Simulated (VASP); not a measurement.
# BeTe (P6_3/mmc) in VASP: a series of runs, part 2 of 2

VASP 6.6.1.

## Step 5: Single point, PBE

This run uses another cell than the first one, of 30.84 Å³/atom, 1.076 times its volume.

Contents of INCAR:

```
PREC = Accurate
ENCUT = 520
EDIFF = 1E-7
ISMEAR = -1
SIGMA = 0.02
LREAL = F
LASPH = T
NELM = 60
ALGO = Normal
ISIF = 2
LWAVE = F
LCHARG = T
GGA = PE
LELF = T
LVHAR = T
NBANDS = 16
```

Contents of KPOINTS:

```
regular mesh
0
Gamma
  6 6 6
```

Contents of POSCAR:

```
BeTe
1.0
    4.0330516282      0.0000000000      0.0000000000
   -2.0165258141      3.4927251648      0.0000000000
    0.0000000000      0.0000000000      8.7573524857
Be Te
2 2
Direct
    0.3333333333      0.6666666667      0.2500000000
    0.6666666667      0.3333333333      0.7500000000
    0.6666666667      0.3333333333      0.2500000000
    0.3333333333      0.6666666667      0.7500000000
```

Potentials or basis: VASP PAW PBE potentials, release 64 (Be, Te).

Started as:

```bash
> cat potpaw_PBE.64/Be/POTCAR potpaw_PBE.64/Te/POTCAR > POTCAR
> mpirun -np 1 vasp_std > vasp.out
```

OUTCAR:

```text
PREC = Accurate
   ENCUT = 520
   EDIFF = 1E-7
   ISMEAR = -1
   LREAL = F
   LASPH = T
   NELM = 60
   ISIF = 2
   GGA = PE

 ion  position               nearest neighbor table
   1  0.333  0.667  0.250-   3 2.33   3 2.33   3 2.33
   2  0.667  0.333  0.750-   4 2.33   4 2.33   4 2.33
   3  0.667  0.333  0.250-   1 2.33   1 2.33   1 2.33
   4  0.333  0.667  0.750-   2 2.33   2 2.33   2 2.33

  LATTYP: Found a hexagonal cell.
 ALAT       =     4.0330516282
 C/A-ratio  =     2.1713960775

  Lattice vectors:

 A1 = (   4.0330516282,   0.0000000000,   0.0000000000)
 A2 = (  -2.0165258141,   3.4927251648,   0.0000000000)
 A3 = (   0.0000000000,   0.0000000000,   8.7573524857)

Analysis of symmetry for initial positions (statically):
=====================================================================
 Subroutine PRICEL returns:
 Original cell was already a primitive cell.

 Routine SETGRP: Setting up the symmetry group for a
 hexagonal supercell.

 Subroutine GETGRP returns: Found 24 space group operations
 (whereof 12 operations were pure point group operations)
 out of a pool of 24 trial point group operations.

The static configuration has the point symmetry D_3d.
 The point group associated with its full space group is D_6h.

Analysis of symmetry for dynamics (positions and initial velocities):
=====================================================================
 Subroutine PRICEL returns:
 Original cell was already a primitive cell.

 Routine SETGRP: Setting up the symmetry group for a
 hexagonal supercell.

 Subroutine GETGRP returns: Found 24 space group operations
 (whereof 12 operations were pure point group operations)
 out of a pool of 24 trial point group operations.

The dynamic configuration has the point symmetry D_3d.
 The point group associated with its full space group is D_6h.

 Subroutine INISYM returns: Found 24 space group operations
 (whereof 12 operations are pure point group operations),
 and found     1 'primitive' translations

----------------------------------------------------------------------------------------

                                     Primitive cell

  volume of cell :     123.3591

  direct lattice vectors                    reciprocal lattice vectors
     4.033051628  0.000000000  0.000000000     0.247951202  0.143154693  0.000000000
    -2.016525814  3.492725165  0.000000000     0.000000000  0.286309387  0.000000000
     0.000000000  0.000000000  8.757352486     0.000000000  0.000000000  0.114189762

  length of vectors
     4.033051628  4.033051628  8.757352486     0.286309387  0.286309387  0.114189762

  position of ions in fractional coordinates (direct lattice)
     0.333333333  0.666666667  0.250000000
     0.666666667  0.333333333  0.750000000
     0.666666667  0.333333333  0.250000000
     0.333333333  0.666666667  0.750000000

  ion indices of the primitive-cell ions
   primitive index   ion index
                 1           1
                 2           2
                 3           3
                 4           4

----------------------------------------------------------------------------------------

 KPOINTS: regular mesh

Automatic generation of k-mesh.
 Grid dimensions read from file:
[... 22 lines left out ...]
  0.000000  0.000000  0.000000      1.000000
  0.166667  0.000000  0.000000      6.000000
  0.333333  0.000000  0.000000      6.000000
  0.500000 -0.000000  0.000000      3.000000
  0.166667  0.166667  0.000000      6.000000
  0.333333  0.166667  0.000000     12.000000
[... 16 lines left out ...]
  0.166667  0.000000  0.500000      6.000000
  0.333333  0.000000  0.500000      6.000000
 [... further k-points ...]
   k-points           NKPTS =     28   k-points in BZ     NKDIM =     28   number of bands    NBANDS=     16
   number of dos      NEDOS =    301   number of ions     NIONS =      4
   total plane-waves  NPLWV =  63000
   dimension x,y,z NGX =    30 NGY =   30 NGZ =   70
   dimension x,y,z NGXF=    60 NGYF=   60 NGZF=  140
   ions per type =               2   2
   NGX,Y,Z   is equivalent  to a cutoff of  12.37, 12.37, 13.29 a.u.
   NGXF,Y,Z  is equivalent  to a cutoff of  24.73, 24.73, 26.58 a.u.
 SYSTEM =  unknown system
   PREC   = accura    normal or accurate (medium, high low for compatibility)
   ISTART =      0    job   : 0-new  1-cont  2-samecut
   ICHARG =      2    charge: 1-file 2-atom 10-const
   ISPIN  =      1    spin polarized calculation?
   LNONCOLLINEAR =      F non collinear calculations
   LSORBIT =      F    spin-orbit coupling
   LASPH  =      T    aspherical Exc in radial PAW
   ENCUT  =  520.0 eV  38.22 Ry    6.18 a.u.   7.50  7.50 16.28*2*pi/ulx,y,z
   NELM   =     60;   NELMIN=  2; NELMDL= -5     # of ELM steps
   EDIFF  = 0.1E-06   stopping-criterion for ELM
   LREAL  =      F    real-space projection
   EDIFFG = 0.1E-05   stopping-criterion for IOM
   NSW    =      0    number of steps for IOM
   IBRION =     -1    ionic relax: 0-MD 1-quasi-New 2-CG
   NFREE  =      0    steps in history (QN), initial steepest desc. (CG)
   ISIF   =      2    stress and relaxation
   ISYM   =      2    0-nonsym 1-usesym 2-fastsym
   POTIM  = 0.5000    time-step for ionic-motion
   TEBEG  =    0.0;   TEEND  =   0.0 temperature during run
   PSTRESS=    0.0 pullay stress
   NELECT =      16.0000    total number of electrons
   NUPDOWN=      -1.0000    fix difference up-down
   EMIN   =  10.00;   EMAX   =-10.00  energy-range for DOS
   EFERMI =   0.00;   METHOD = LEGACY
   ISMEAR =    -1;   SIGMA  =   0.02  broadening in eV -4-tet -1-fermi 0-gaus
   EFERMI_NEDOS =   21; number of points for ismear=-14 and -15
   IALGO  =     38    algorithm
   IMIX   =      4    mixing-type and parameters
     AMIX     =   0.40;   BMIX     =  1.00
     AMIX_MAG =   1.60;   BMIX_MAG =  1.00
  volume/ion in A,a.u.               =      30.84       208.12
  Fermi-wavevector in a.u.,A,eV,Ry     =   0.828688  1.565994  9.343449  0.686724
  Thomas-Fermi vector in A             =   1.941107
   LORBIT       =      0    0 simple, 1 ext, 2 COOP (PROOUT), +10 PAW based schemes
   GGA     = PE    functional components
   LHFCALC =     F    Hartree Fock is set to
   AEXX    =    0.0000 exact exchange contribution
   IVDW    =     0    specifies the selected vdW correction
   LEPSILON=     F    determine dielectric tensor
   LRPA    =     F    only Hartree local field effects (RPA)
 non-spin polarized calculation
  energy-cutoff  :      520.00
  volume of cell :      123.36
 maximum number of plane-waves:      3364
 NGX is ok and might be reduce to    30
   NGX = 15   NGY = 15   NGZ = 33

 number of electron      15.9999999 magnetization

 Free energy of the ion-electron system (eV)
  ---------------------------------------------------
  ext. energy  EPLUGINS =         0.00000000
  ---------------------------------------------------
  free energy    TOTEN  =       -14.28616156 eV

  energy without entropy =      -14.28616156  energy(sigma->0) =      -14.28616156

 E-fermi :   2.1585     XC(G=0):  -7.5455

 val. band max:        1.7027946966   @ k =   0.3333   0.1667   0.0000
 cond. band min:       4.4629725886   @ k =   0.5000  -0.0000   0.1667
 fundamental gap:      2.7601778920
 Fermi energy:         2.1585471219

 k-point     1 :       0.0000    0.0000    0.0000
  band No.  band energies     occupation
      1      -9.2657      2.00000
      2      -9.1008      2.00000
      3      -0.9291      2.00000
      4       0.6974      2.00000
      5       1.1301      2.00000
      6       1.1301      2.00000
[... 433 lines left out ...]
      3      -1.9769      2.00000
      4      -1.9769      2.00000
      5       0.0794      2.00000
      6       0.0794      2.00000
[... 8 lines left out ...]
     15       9.9282      0.00000
     16       9.9302      0.00000

 [... further k-points ...]

------------------------ aborting loop because EDIFF is reached ----------------------------------------

  FORCE on cell =-STRESS in cart. coord.  units (eV):
  Direction    XX          YY          ZZ          XY          YZ          ZX
  --------------------------------------------------------------------------------------
  -------------------------------------------------------------------------------------
  Total        0.1468413      0.1468413     -0.0008255      0.0000000     -0.0000000      0.0000000
  in kB        1.9071628      1.9071628     -0.0107217      0.0000000     -0.0000000      0.0000000
  external PRESSURE =       1.2678679 kB  Pullay stress =       0.0000000 kB

 VOLUME and BASIS-vectors are now :
 -----------------------------------------------------------------------------
  energy-cutoff  :      520.00
  volume of cell :      123.36
      direct lattice vectors                 reciprocal lattice vectors
     4.033051628  0.000000000  0.000000000     0.247951202  0.143154693  0.000000000
    -2.016525814  3.492725165  0.000000000     0.000000000  0.286309387  0.000000000
     0.000000000  0.000000000  8.757352486     0.000000000  0.000000000  0.114189762

 POSITION                                       TOTAL-FORCE (eV/Angst)
 -----------------------------------------------------------------------------------
     -0.00000      2.32848      2.18934         0.000000      0.000000     -0.000000
      2.01653      1.16424      6.56801        -0.000000     -0.000000     -0.000000
      2.01653      1.16424      2.18934         0.000000      0.000000      0.000000
     -0.00000      2.32848      6.56801         0.000000     -0.000000     -0.000000
 -----------------------------------------------------------------------------------
    total drift:                               -0.000000      0.000000      0.000000

  FREE ENERGIE OF THE ION-ELECTRON SYSTEM (eV)
  ---------------------------------------------------
  free  energy   TOTEN  =       -14.2861615585 eV

  energy  without entropy=      -14.2861615585  energy(sigma->0) =      -14.28616156
```

OSZICAR:

```text
N       E                     dE             d eps       ncg     rms          rms(c)
DAV:   1     0.576011667357E+02    0.57601E+02   -0.54190E+03   896   0.770E+02
DAV:   2    -0.996342161193E+01   -0.67565E+02   -0.61537E+02  1240   0.122E+02
DAV:   3    -0.144068566456E+02   -0.44434E+01   -0.44171E+01  1280   0.356E+01
DAV:   4    -0.145046469828E+02   -0.97790E-01   -0.97770E-01  1248   0.573E+00
DAV:   5    -0.145051893555E+02   -0.54237E-03   -0.54236E-03  1304   0.437E-01    0.519E+00
DAV:   6    -0.143387619717E+02    0.16643E+00   -0.10630E-01  1096   0.153E+00    0.328E+00
DAV:   7    -0.142844137615E+02    0.54348E-01   -0.24048E-01  1112   0.224E+00    0.354E-01
DAV:   8    -0.142859466069E+02   -0.15328E-02   -0.12978E-02  1000   0.637E-01    0.544E-02
DAV:   9    -0.142859911963E+02   -0.44589E-04   -0.31543E-04  1288   0.111E-01    0.441E-02
DAV:  10    -0.142861435995E+02   -0.15240E-03   -0.15564E-04   960   0.661E-02    0.911E-03
DAV:  11    -0.142861572759E+02   -0.13676E-04   -0.11652E-05  1136   0.184E-02    0.478E-03
DAV:  12    -0.142861611012E+02   -0.38253E-05   -0.60784E-06   944   0.119E-02    0.405E-03
DAV:  13    -0.142861612073E+02   -0.10614E-06   -0.18171E-07  1176   0.238E-03    0.931E-04
DAV:  14    -0.142861616492E+02   -0.44183E-06   -0.41101E-07   952   0.326E-03    0.130E-03
DAV:  15    -0.142861615585E+02    0.90708E-07   -0.92131E-09   864   0.550E-04
   1 F= -.14286162E+02 E0= -.14286162E+02  d E =-.837371E-11
```

stdout:

```text
POSCAR found type information on POSCAR BeTe
 POSCAR found :  2 types and       4 ions
 scaLAPACK will be used
 LDA part: xc-table for (Slater+PW92), standard interpolation
 POSCAR, INCAR and KPOINTS ok, starting setup
 FFT: planning ... GRIDC
 FFT: planning ... GRID_SOFT
 FFT: planning ... GRID
 WAVECAR not read
 entering main loop
```

Wall time 65 s (1 thread of Intel Xeon Platinum 8259CL at 2.50GHz (Skylake/Cascade Lake), shared host); peak memory 0.25 GiB.

Results:

- Free energy: -14.2862 eV
- Pressure: 0.1 GPa
- Band gap on the k mesh: 2.76 eV, indirect (least direct gap 2.85 eV)

Stress tensor (GPa, compression positive):
```
0.19 0.00 0.00
0.00 0.19 0.00
0.00 0.00 0.00
```

Caveat: spin-orbit coupling is left out, which moves the levels of the heavy elements.

## Step 6: Summary

| level | potentials or basis | cell | k mesh | smearing | gap on the mesh (eV) | pressure (GPa) |
| --- | --- | --- | --- | --- | --- | --- |
| PBE | VASP PAW PBE potentials, release 64 (Be, Te) | a = 4.031, b = 4.031, c = 8.144 Å, angles 90.0, 90.0, 120.0°, 4 atoms | 6 × 6 × 2 | gaussian 0.01 eV | 2.73 | 0.4 |
| LDA | VASP PAW LDA potentials, release 64 (Be, Te) | a = 3.996, b = 3.996, c = 6.991 Å, angles 90.0, 90.0, 120.0°, 4 atoms | 6 × 6 × 4 | fermi-dirac 0.02 eV | 1.93 | 0.2 |
| PBEsol | VASP PAW PBE potentials, release 64 (Be, Te) | a = 4.030, b = 4.030, c = 7.105 Å, angles 90.0, 90.0, 120.0°, 4 atoms | 6 × 6 × 4 | fermi-dirac 0.02 eV | 2.03 | 0.2 |
| PBE | VASP PAW PBE potentials, release 64 (Be, Te) | a = 4.033, b = 4.033, c = 8.757 Å, angles 90.0, 90.0, 120.0°, 4 atoms | 6 × 6 × 6 | fermi-dirac 0.02 eV | 2.76 | 0.1 |

Alike in all rows: task single point; no spin polarisation; cutoff (eV) 520.

Caveats: spin-orbit coupling is left out, which moves the levels of the heavy elements; the PAW data sets were made with another functional, which shifts forces and pressure a little (some runs).

Absolute energies hang on the potentials; compare differences alone.
